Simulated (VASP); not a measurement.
Set up this calculation in VASP 6.6.1, as the native input.

* Task: single point
* Functional: r2SCAN
* Potentials or basis: VASP PAW PBE potentials, release 64 (Sn_d)
* Cutoff: 520 eV
* k mesh: 14 × 14 × 14
* Occupations: gaussian, width 0.15 eV
* Spin: no spin polarisation
* Dipole correction: no
* Further INCAR settings: ALGO = Normal; EDIFF = 1e-07; NBANDS = 21

The system is Sn.

```
Sn
1.0
     0.00000    2.97381    3.86596
     2.97381    0.00000    3.86596
     2.97381    2.97381    0.00000
Sn
2
Direct
  0.50000 0.50000 0.50000
  0.75000 0.75000 0.75000
```

This cell differs from its parent crystal: ratio of the length along z to the lengths across it x 1.3, volume and fractional coordinates fixed.

One way to write it, as run:

POSCAR

```
Sn
1.0
    0.0000000000      2.9738145176      3.8659588728
    2.9738145176      0.0000000000      3.8659588728
    2.9738145176      2.9738145176      0.0000000000
Sn
2
Direct
    0.5000000000      0.5000000000      0.5000000000
    0.7500000000      0.7500000000      0.7500000000
```

INCAR.step1

```
SYSTEM = Sn
  PREC = Accurate
  ENCUT = 520
  ISMEAR = 0
  SIGMA = 0.15
  LREAL = .FALSE.
  LASPH = .TRUE.
  NELM = 100
  NBANDS = 21
  GGA = PE
  ALGO = Normal
  EDIFF = 1E-4
  LWAVE = .TRUE.
  LCHARG = .FALSE.
```

INCAR.step2

```
SYSTEM = Sn
  PREC = Accurate
  ENCUT = 520
  EDIFF = 1E-7
  ISMEAR = 0
  SIGMA = 0.15
  LREAL = .FALSE.
  LASPH = .TRUE.
  NELM = 100
  ALGO = Normal
  ISIF = 2
  LWAVE = .FALSE.
  LCHARG = .FALSE.
  METAGGA = R2SCAN
  LMIXTAU = .TRUE.
  NBANDS = 21
  ISTART = 1
```

KPOINTS

```
Automatic mesh
0
G
  14 14 14
  0 0 0
```

Potentials or basis: VASP PAW PBE potentials, release 64 (Sn_d).

Run with:

```sh
$ cat potpaw_PBE.64/Sn_d/POTCAR > POTCAR
$ cp INCAR.step1 INCAR
$ mpirun -np 1 vasp_std > vasp.out
$ cp INCAR.step2 INCAR
$ mpirun -np 1 vasp_std > vasp.out
```

It gave:

```json
{
 "Pressure": "1.4 GPa",
 "Band gap on the k mesh": "zero (bands 14 and 15 overlap by 0.88 eV)"
}
```

Caveat: the stress differs along the axes, from -5 to 5 GPa; the PAW data sets were made with another functional, which shifts forces and pressure a little; spin-orbit coupling is left out, which moves the levels of the heavy elements.

Run time: 6.9 min on 1 thread of Intel(R) Xeon(R) 6975P-C (Granite Rapids) (shared host), peak memory 0.4 GiB.
